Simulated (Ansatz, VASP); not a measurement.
## SnSe2: VASP beside Ansatz

The input INCAR:

```
PREC = Accurate
ENCUT = 500
EDIFF = 1E-6
ISMEAR = 0
SIGMA = 0.03
LREAL = F
LASPH = T
NELM = 120
ALGO = Normal
ISIF = 2
LWAVE = F
LCHARG = F
GGA = PE
IVDW = 12
NBANDS = 20
GGA_COMPAT = F
```

Contents of KPOINTS:

```
Automatic mesh
0
Gamma
  12 12 6
```

Contents of POSCAR:

```
SnSe2
1.0
    3.7632062417      0.0000000000      0.0000000000
   -1.8816031209      3.2590322050      0.0000000000
    0.0000000000      0.0000000000      6.2578356593
Sn Se
1 2
Direct
    0.0000000000      0.0000000000      0.0000000000
    0.3333333333      0.6666666667      0.2651331237
    0.6666666667      0.3333333333      0.7348668763
```

Input for Ansatz:

```yaml
crystal:
  lattice:
    - [3.7632062417, 0.0, 0.0]
    - [-1.8816031209, 3.259032205, 0.0]
    - [0.0, 0.0, 6.2578356593]
  atoms:
    - { symbol: Sn, position: [0.0, 0.0, 0.0] }
    - { symbol: Se, position: [0.3333333333, 0.6666666667, 0.2651331237] }
    - { symbol: Se, position: [0.6666666667, 0.3333333333, 0.7348668763] }
basis:
  ecutwfc: 420
kpoints:
  mp_grid: { grid: [12, 12, 6] }
hamiltonian:
  xc: pbe
  dispersion: d3bj
scf:
  occupations: { method: gaussian, width: 0.03 }
output:
  forces: true
  stress: true
  eigenvalues: true
```

Alike in both runs: task single point; functional PBE; dispersion D3(BJ); k mesh 12 × 12 × 6; occupations gaussian, width 0.03 eV; no spin polarisation.

|  | VASP | Ansatz |
| --- | --- | --- |
| version | VASP 6.6.1 | Ansatz 0.2.0 |
| potentials or method | VASP PAW PBE potentials, release 64 (Sn_d, Se), cutoff 500 eV | scalar-relativistic, plane waves, PAW |
| valence electrons in the cell | 26 | 46 |

```csv
,VASP,Ansatz,Ansatz less VASP
gap on the k mesh at the Fermi level (eV),0.33,0.33,+0.002
least direct gap on the mesh (eV),0.99,1.00,+0.003
pressure (GPa),0.0,0.0,-0.07
"traceless stress, the component that is largest in VASP (GPa)",-2.81,-2.83,-0.019
rms of the force components (eV/Å),0.163,0.170,+0.0067
```

Atom by atom the forces differ by 0.007 eV/Å (rms over components). VASP's potentials hold 26 valence electrons a cell and Ansatz's 46, so a difference there can come from the potentials and not from the codes.
